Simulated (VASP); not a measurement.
# Ru (P6_3/mmc) in VASP: notebook

Runs on Ru. Level: BLYP. Tasks: single point.

Program: VASP 6.6.1. These are calculated values, not measurements. Logs are shortened: lines on timing, memory, paths and dates and some standing lists are left out, and cuts for length are marked.

## (1) The cell of the first run

Symmetry: P6_3/mmc, No. 194, hexagonal system. Conventional cell: a = 2.754 Å, b = 2.754 Å, c = 8.830 Å, α = 90.00°, β = 90.00°, γ = 120.00°. Ru (site symmetry -3m) has 12 Ru at 2.72 to 2.75 Å within 3.6 Å. Within 3.6 Å of Ru (site symmetry -6m2) lie 12 Ru at 2.72 to 2.75 Å.

## (2) Single point, BLYP

Contents of INCAR:

```
SYSTEM = Ru
PREC = Accurate
ENCUT = 520
EDIFF = 1E-6
ISMEAR = -1
SIGMA = 0.1
LREAL = .FALSE.
LASPH = .TRUE.
NELM = 100
ALGO = Normal
ISIF = 2
LWAVE = .FALSE.
LCHARG = .TRUE.
GGA = B5
ALDAX = 1.0
AGGAX = 1.0
AGGAC = 1.0
ALDAC = 0.0
LELF = .TRUE.
LVHAR = .TRUE.
NBANDS = 36
```

Contents of KPOINTS:

```
Automatic mesh
0
G
  13 13 4
  0 0 0
```

Contents of POSCAR:

```
Ru
1.0
    2.7535196847      0.0000000000      0.0000000000
   -1.3767598424      2.3846179968      0.0000000000
    0.0000000000      0.0000000000      8.8296063363
Ru
4
Direct
    1.0000000000      1.0000000000      1.0000000000
    1.0000000000      1.0000000000      0.5000000000
    0.3333333333      0.6666666667      0.2500000000
    0.6666666667      0.3333333333      0.7500000000
```

Potentials or basis: VASP PAW PBE potentials, release 64 (Ru_pv).

Command:

```sh
$ cat potpaw_PBE.64/Ru_pv/POTCAR > POTCAR
$ mpirun -np 1 vasp_std > vasp.out
```

OUTCAR:

```text
SYSTEM = Ru
   PREC = Accurate
   ENCUT = 520
   EDIFF = 1E-6
   ISMEAR = -1
   LREAL = .FALSE.
   LASPH = .TRUE.
   NELM = 100
   ISIF = 2
   GGA = B5

 ion  position               nearest neighbor table
   1  0.000  0.000  0.000-   3 2.72   4 2.72   4 2.72   3 2.72   4 2.72   3 2.72
   2  0.000  0.000  0.500-   3 2.72   4 2.72   4 2.72   3 2.72   4 2.72   3 2.72
   3  0.333  0.667  0.250-   1 2.72   2 2.72   1 2.72   2 2.72   1 2.72   2 2.72
   4  0.667  0.333  0.750-   1 2.72   2 2.72   1 2.72   2 2.72   1 2.72   2 2.72

  LATTYP: Found a hexagonal cell.
 ALAT       =     2.7535196847
 C/A-ratio  =     3.2066617811

  Lattice vectors:

 A1 = (   2.7535196847,   0.0000000000,   0.0000000000)
 A2 = (  -1.3767598424,   2.3846179968,   0.0000000000)
 A3 = (   0.0000000000,   0.0000000000,   8.8296063363)

Analysis of symmetry for initial positions (statically):
=====================================================================
 Subroutine PRICEL returns:
 Original cell was already a primitive cell.

 Routine SETGRP: Setting up the symmetry group for a
 hexagonal supercell.

 Subroutine GETGRP returns: Found 24 space group operations
 (whereof 12 operations were pure point group operations)
 out of a pool of 24 trial point group operations.

The static configuration has the point symmetry D_3d.
 The point group associated with its full space group is D_6h.

Analysis of symmetry for dynamics (positions and initial velocities):
=====================================================================
 Subroutine PRICEL returns:
 Original cell was already a primitive cell.

 Routine SETGRP: Setting up the symmetry group for a
 hexagonal supercell.

 Subroutine GETGRP returns: Found 24 space group operations
 (whereof 12 operations were pure point group operations)
 out of a pool of 24 trial point group operations.

The dynamic configuration has the point symmetry D_3d.
 The point group associated with its full space group is D_6h.

 Subroutine INISYM returns: Found 24 space group operations
 (whereof 12 operations are pure point group operations),
 and found     1 'primitive' translations

----------------------------------------------------------------------------------------

                                     Primitive cell

  volume of cell :      57.9760

  direct lattice vectors                    reciprocal lattice vectors
     2.753519685  0.000000000  0.000000000     0.363171546  0.209677190  0.000000000
    -1.376759842  2.384617997  0.000000000     0.000000000  0.419354379  0.000000000
     0.000000000  0.000000000  8.829606336     0.000000000  0.000000000  0.113255332

  length of vectors
     2.753519685  2.753519685  8.829606336     0.419354379  0.419354379  0.113255332

  position of ions in fractional coordinates (direct lattice)
     0.000000000  0.000000000  0.000000000
     0.000000000  0.000000000  0.500000000
     0.333333333  0.666666667  0.250000000
     0.666666667  0.333333333  0.750000000

  ion indices of the primitive-cell ions
   primitive index   ion index
                 1           1
                 2           2
                 3           3
                 4           4

----------------------------------------------------------------------------------------

 KPOINTS: Automatic mesh

Automatic generation of k-mesh.
 Grid dimensions read from file:
 generate k-points for:   13   13    4

 Generating k-lattice:

  Cartesian coordinates                     Fractional coordinates (reciprocal lattice)
     0.027936273  0.016129015  0.000000000     0.076923077  0.000000000  0.000000000
     0.000000000  0.032258029  0.000000000     0.000000000  0.076923077  0.000000000
     0.000000000  0.000000000  0.028313833     0.000000000  0.000000000  0.250000000

  Length of vectors
     0.032258029  0.032258029  0.028313833

  Shift w.r.t. Gamma in fractional coordinates (k-lattice)
     0.000000000  0.000000000  0.000000000

 Subroutine IBZKPT returns following result:
 ===========================================

 Found     63 irreducible k-points:

 Following reciprocal coordinates:
            Coordinates               Weight
  0.000000  0.000000  0.000000      1.000000
  0.076923  0.000000  0.000000      6.000000
  0.153846 -0.000000  0.000000      6.000000
  0.230769  0.000000  0.000000      6.000000
  0.307692 -0.000000  0.000000      6.000000
  0.384615  0.000000  0.000000      6.000000
[... 16 lines left out ...]
  0.076923  0.000000  0.250000     12.000000
  0.153846 -0.000000  0.250000     12.000000
 [... further k-points ...]
   k-points           NKPTS =     63   k-points in BZ     NKDIM =     63   number of bands    NBANDS=     36
   number of dos      NEDOS =    301   number of ions     NIONS =      4
   total plane-waves  NPLWV =  28000
   dimension x,y,z NGX =    20 NGY =   20 NGZ =   70
   dimension x,y,z NGXF=    40 NGYF=   40 NGZF=  140
   ions per type =               4
   NGX,Y,Z   is equivalent  to a cutoff of  12.08, 12.08, 13.18 a.u.
   NGXF,Y,Z  is equivalent  to a cutoff of  24.15, 24.15, 26.36 a.u.
 SYSTEM =  Ru
   PREC   = accura    normal or accurate (medium, high low for compatibility)
   ISTART =      0    job   : 0-new  1-cont  2-samecut
   ICHARG =      2    charge: 1-file 2-atom 10-const
   ISPIN  =      1    spin polarized calculation?
   LNONCOLLINEAR =      F non collinear calculations
   LSORBIT =      F    spin-orbit coupling
   LASPH  =      T    aspherical Exc in radial PAW
   ENCUT  =  520.0 eV  38.22 Ry    6.18 a.u.   5.12  5.12 16.42*2*pi/ulx,y,z
   NELM   =    100;   NELMIN=  2; NELMDL= -5     # of ELM steps
   EDIFF  = 0.1E-05   stopping-criterion for ELM
   LREAL  =      F    real-space projection
   EDIFFG = 0.1E-04   stopping-criterion for IOM
   NSW    =      0    number of steps for IOM
   IBRION =     -1    ionic relax: 0-MD 1-quasi-New 2-CG
   NFREE  =      0    steps in history (QN), initial steepest desc. (CG)
   ISIF   =      2    stress and relaxation
   ISYM   =      2    0-nonsym 1-usesym 2-fastsym
   POTIM  = 0.5000    time-step for ionic-motion
   TEBEG  =    0.0;   TEEND  =   0.0 temperature during run
   PSTRESS=    0.0 pullay stress
   NELECT =      56.0000    total number of electrons
   NUPDOWN=      -1.0000    fix difference up-down
   EMIN   =  10.00;   EMAX   =-10.00  energy-range for DOS
   EFERMI =   0.00;   METHOD = LEGACY
   ISMEAR =    -1;   SIGMA  =   0.10  broadening in eV -4-tet -1-fermi 0-gaus
   EFERMI_NEDOS =   21; number of points for ismear=-14 and -15
   IALGO  =     38    algorithm
   IMIX   =      4    mixing-type and parameters
     AMIX     =   0.40;   BMIX     =  1.00
     AMIX_MAG =   1.60;   BMIX_MAG =  1.00
  volume/ion in A,a.u.               =      14.49        97.81
  Fermi-wavevector in a.u.,A,eV,Ry     =   1.618284  3.058113 35.631521  2.618843
  Thomas-Fermi vector in A             =   2.712572
   LORBIT       =      0    0 simple, 1 ext, 2 COOP (PROOUT), +10 PAW based schemes
   GGA     = B5    functional components
   LHFCALC =     F    Hartree Fock is set to
   AEXX    =    0.0000 exact exchange contribution
   IVDW    =     0    specifies the selected vdW correction
   LEPSILON=     F    determine dielectric tensor
   LRPA    =     F    only Hartree local field effects (RPA)
 non-spin polarized calculation
  energy-cutoff  :      520.00
  volume of cell :       57.98
 maximum number of plane-waves:      1581
   NGX = 11   NGY = 11   NGZ = 33

 number of electron      56.0000007 magnetization

 Free energy of the ion-electron system (eV)
  ---------------------------------------------------
  ext. energy  EPLUGINS =         0.00000000
  ---------------------------------------------------
  free energy    TOTEN  =       -31.47620178 eV

  energy without entropy =      -31.30557694  energy(sigma->0) =      -31.39088936

 E-fermi :  12.2070     XC(G=0): -13.0539

 val. band max:       12.2061727743   @ k =   0.3077  -0.0000   0.0000
 cond. band min:      12.2089354139   @ k =   0.0769   0.0000   0.2500
 fundamental gap:      0.0027626396
 Fermi energy:        12.2070438026

 k-point     1 :       0.0000    0.0000    0.0000
  band No.  band energies     occupation
      1     -31.0187      2.00000
      2     -30.6034      2.00000
      3     -30.5488      2.00000
      4     -30.2662      2.00000
      5     -30.2662      2.00000
      6     -30.2106      2.00000
[... 28 lines left out ...]
     35      13.5696      0.00000
     36      13.6185      0.00000

 k-point     2 :       0.0769    0.0000    0.0000
  band No.  band energies     occupation
      1     -31.0025      2.00000
      2     -30.6085      2.00000
      3     -30.5563      2.00000
      4     -30.3020      2.00000
      5     -30.2781      2.00000
      6     -30.2344      2.00000
[... 28 lines left out ...]
     35      13.5969      0.00000
     36      15.1990      0.00000

 k-point     3 :       0.1538   -0.0000    0.0000
  band No.  band energies     occupation
      1     -30.9559      2.00000
      2     -30.6321      2.00000
      3     -30.5884      2.00000
      4     -30.3979      2.00000
      5     -30.3101      2.00000
      6     -30.2969      2.00000
[... 28 lines left out ...]
     35      13.6715      0.00000
     36      16.9444      0.00000
[... 742 lines left out ...]
 k-point    23 :       0.0769    0.0000    0.2500
  band No.  band energies     occupation
      1     -30.9712      2.00000
      2     -30.7468      2.00000
      3     -30.4161      2.00000
      4     -30.2963      2.00000
      5     -30.2730      2.00000
      6     -30.2561      2.00000
[... 28 lines left out ...]
     35      13.4845      0.00001
     36      14.7559      0.00000

 k-point    24 :       0.1538   -0.0000    0.2500
  band No.  band energies     occupation
      1     -30.9298      2.00000
      2     -30.7442      2.00000
      3     -30.4798      2.00000
      4     -30.3877      2.00000
      5     -30.3369      2.00000
      6     -30.3044      2.00000
[... 28 lines left out ...]
     35      14.0199      0.00000
     36      16.3069      0.00000

 [... further k-points ...]

------------------------ aborting loop because EDIFF is reached ----------------------------------------

  FORCE on cell =-STRESS in cart. coord.  units (eV):
  Direction    XX          YY          ZZ          XY          YZ          ZX
  --------------------------------------------------------------------------------------
  -------------------------------------------------------------------------------------
  Total        0.2086929      0.2086929      0.2170232     -0.0000000      0.0000000     -0.0000000
  in kB        5.7672641      5.7672641      5.9974745     -0.0000000      0.0000000     -0.0000000
  external PRESSURE =       5.8440009 kB  Pullay stress =       0.0000000 kB

 VOLUME and BASIS-vectors are now :
 -----------------------------------------------------------------------------
  energy-cutoff  :      520.00
  volume of cell :       57.98
      direct lattice vectors                 reciprocal lattice vectors
     2.753519685  0.000000000  0.000000000     0.363171546  0.209677190  0.000000000
    -1.376759842  2.384617997  0.000000000     0.000000000  0.419354379  0.000000000
     0.000000000  0.000000000  8.829606336     0.000000000  0.000000000  0.113255332

 POSITION                                       TOTAL-FORCE (eV/Angst)
 -----------------------------------------------------------------------------------
      0.00000      0.00000      0.00000        -0.000000      0.000000      0.000000
      0.00000      0.00000      4.41480        -0.000000      0.000000      0.000000
     -0.00000      1.58975      2.20740         0.000000      0.000000     -0.000000
      1.37676      0.79487      6.62220        -0.000000     -0.000000      0.000000
 -----------------------------------------------------------------------------------
    total drift:                                0.000000     -0.000000      0.000000

  FREE ENERGIE OF THE ION-ELECTRON SYSTEM (eV)
  ---------------------------------------------------
  free  energy   TOTEN  =       -31.4762017768 eV

  energy  without entropy=      -31.3055769435  energy(sigma->0) =      -31.39088936
```

Run time: 3.1 min. Hardware: 1 thread of Intel Xeon 8259CL, shared host; peak memory 0.23 GiB.

What came out:

| Property | Result |
| --- | --- |
| Free energy | -31.4762 eV |
| Pressure | 0.6 GPa |
| Band gap on the k mesh | zero (bands 28 and 29 overlap by 2.57 eV) |

Caveat: the PAW data sets were made with another functional, which shifts forces and pressure a little.

## (3) Single point, BLYP (12.75 Å³/atom)

This run uses another cell than the first one, of 12.75 Å³/atom.

Contents of INCAR:

```
SYSTEM = Ru
PREC     = Accurate       ! precision mode
ENCUT    = 520            ! plane-wave cutoff, eV
EDIFF    = 1E-7           ! SCF threshold, eV
ISMEAR   = -1             ! smearing method
SIGMA    = 0.1            ! smearing width, eV
LREAL    = .FALSE.        ! projectors in reciprocal space
LASPH    = .TRUE.         ! aspherical terms in the spheres
NELM     = 80             ! most SCF steps
ALGO     = Normal         ! electronic algorithm
ISIF     = 2              ! what is computed and relaxed
LWAVE    = .FALSE.        ! write WAVECAR
LCHARG   = .FALSE.        ! write CHGCAR
GGA      = B5             ! functional
ALDAX    = 1.0          
AGGAX    = 1.0          
AGGAC    = 1.0          
ALDAC    = 0.0          
NBANDS   = 36             ! bands
```

Contents of KPOINTS:

```
Automatic mesh
0
G
  15 15 4
  0 0 0
```

Contents of POSCAR:

```
Ru
1.0
    2.6386537788      0.0000000000      0.0000000000
   -1.3193268894      2.2851412043      0.0000000000
    0.0000000000      0.0000000000      8.4612702260
Ru
4
Direct
    1.0000000000      1.0000000000      1.0000000000
    1.0000000000      1.0000000000      0.5000000000
    0.3333333333      0.6666666667      0.2500000000
    0.6666666667      0.3333333333      0.7500000000
```

Potentials or basis: VASP PAW PBE potentials, release 64 (Ru_pv).

Command:

```sh
$ cat potpaw_PBE.64/Ru_pv/POTCAR > POTCAR
$ mpirun -np 1 vasp_std > vasp.out
```

OUTCAR:

```text
SYSTEM = Ru
   PREC = Accurate
   ENCUT = 520
   EDIFF = 1E-7
   ISMEAR = -1
   LREAL = .FALSE.
   LASPH = .TRUE.
   NELM = 80
   ISIF = 2
   GGA = B5

 ion  position               nearest neighbor table
   1  0.000  0.000  0.000-   3 2.61   4 2.61   4 2.61   3 2.61   4 2.61   3 2.61
   2  0.000  0.000  0.500-   3 2.61   4 2.61   4 2.61   3 2.61   4 2.61   3 2.61
   3  0.333  0.667  0.250-   1 2.61   2 2.61   1 2.61   2 2.61   1 2.61   2 2.61
   4  0.667  0.333  0.750-   1 2.61   2 2.61   1 2.61   2 2.61   1 2.61   2 2.61

  LATTYP: Found a hexagonal cell.
 ALAT       =     2.6386537788
 C/A-ratio  =     3.2066617811

  Lattice vectors:

 A1 = (   2.6386537788,   0.0000000000,   0.0000000000)
 A2 = (  -1.3193268894,   2.2851412043,   0.0000000000)
 A3 = (   0.0000000000,   0.0000000000,   8.4612702260)

Analysis of symmetry for initial positions (statically):
=====================================================================
 Subroutine PRICEL returns:
 Original cell was already a primitive cell.

 Routine SETGRP: Setting up the symmetry group for a
 hexagonal supercell.

 Subroutine GETGRP returns: Found 24 space group operations
 (whereof 12 operations were pure point group operations)
[... 171 lines left out ...]

 val. band max:       14.5317603781   @ k =   0.0667   0.0667   0.2500
 cond. band min:      14.5615153045   @ k =   0.4000   0.0667   0.2500
 fundamental gap:      0.0297549264
 Fermi energy:        14.5449003112

 k-point     1 :       0.0000    0.0000    0.0000
  band No.  band energies     occupation
      1     -29.1740      2.00000
      2     -28.5379      2.00000
      3     -28.4740      2.00000
      4     -28.0290      2.00000
      5     -28.0290      2.00000
      6     -27.9460      2.00000
[... 925 lines left out ...]
     35      21.8413      0.00000
     36      22.3312      0.00000

 [... further k-points ...]

------------------------ aborting loop because EDIFF is reached ----------------------------------------

  FORCE on cell =-STRESS in cart. coord.  units (eV):
  Direction    XX          YY          ZZ          XY          YZ          ZX
  --------------------------------------------------------------------------------------
  -------------------------------------------------------------------------------------
  Total       14.6949259     14.6949259     15.6599956      0.0000000      0.0000000      0.0000000
  in kB      461.4737117    461.4737117    491.7803852      0.0000000      0.0000000      0.0000000
  external PRESSURE =     471.5759362 kB  Pullay stress =       0.0000000 kB

 VOLUME and BASIS-vectors are now :
 -----------------------------------------------------------------------------
  energy-cutoff  :      520.00
  volume of cell :       51.02
      direct lattice vectors                 reciprocal lattice vectors
     2.638653779  0.000000000  0.000000000     0.378981133  0.218804859  0.000000000
    -1.319326889  2.285141204  0.000000000     0.000000000  0.437609719  0.000000000
     0.000000000  0.000000000  8.461270226     0.000000000  0.000000000  0.118185565

 POSITION                                       TOTAL-FORCE (eV/Angst)
 -----------------------------------------------------------------------------------
      0.00000      0.00000      0.00000        -0.000000      0.000000      0.000000
      0.00000      0.00000      4.23064        -0.000000      0.000000      0.000000
     -0.00000      1.52343      2.11532         0.000000     -0.000000      0.000000
      1.31933      0.76171      6.34595        -0.000000      0.000000     -0.000000
 -----------------------------------------------------------------------------------
    total drift:                                0.000000     -0.000000      0.000000

  FREE ENERGIE OF THE ION-ELECTRON SYSTEM (eV)
  ---------------------------------------------------
  free  energy   TOTEN  =       -30.5696959169 eV

  energy  without entropy=      -30.4426028964  energy(sigma->0) =      -30.50614941
```

Wall time 4 min (1 thread of Intel Xeon 8259CL, shared host); peak memory 0.24 GiB.

What came out:

```
Free energy            : -30.5697 eV
Pressure               : 47.2 GPa
Band gap on the k mesh : zero (bands 28 and 29 overlap by 3.10 eV)
```

Levels at points of the mesh, in eV from the Fermi level:
| k point | band 26 | band 27 | band 28 | band 29 | band 30 | band 31 |
| --- | --- | --- | --- | --- | --- | --- |
| (0.00, 0.00, 0.00) | -2.36 | -2.36 | -0.93 | -0.93 | -0.14 | -0.14 |
| (0.00, 0.00, 0.50) | -2.68 | -0.47 | -0.47 | -0.47 | -0.47 | -0.38 |

Caveat: the cell stands under pressure; the PAW data sets were made with another functional, which shifts forces and pressure a little.

(Continued in part 2 of 2.)
